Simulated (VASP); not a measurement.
Runs of VASP 6.6.1 on Ga. The structure is that of space group Cmcm (No. 63), or close to it. The cells are those of the table. 

```csv
cell,gap on the mesh (eV),pressure (GPa),largest force (eV/Å)
"a = 4.238, b = 4.238, c = 3.113 Å, angles 90.0, 90.0, 140.7°, 2 atoms",none,(b),0.23
"a = 4.277, b = 4.277, c = 3.142 Å, angles 90.0, 90.0, 140.7°, 2 atoms",none,-2.6,0.22
"a = 4.354, b = 4.354, c = 3.198 Å, angles 90.0, 90.0, 140.7°, 2 atoms",none,-4.9,0.19
"a = 4.198, b = 4.198, c = 3.083 Å, angles 90.0, 90.0, 140.7°, 2 atoms",none,(a),0.25
"a = 4.316, b = 4.316, c = 3.170 Å, angles 90.0, 90.0, 140.7°, 2 atoms",none,-3.7,0.21
```

Alike in all rows: task single point; level LDA; potentials or basis VASP PAW LDA potentials, release 64 (Ga_d); no spin polarisation; k mesh 11 × 11 × 9; cutoff (eV) 520; smearing fermi-dirac 0.1 eV.

Task: Estimate the missing entries.

Result: (a) 0.9; (b) -1.0.

Caveats: the cell stands under tension (at least some runs).

A k mesh can miss the band edges, and the runs leave out spin-orbit coupling on Ga.

A gap of «none» marks levels without a gap at the run's occupations.
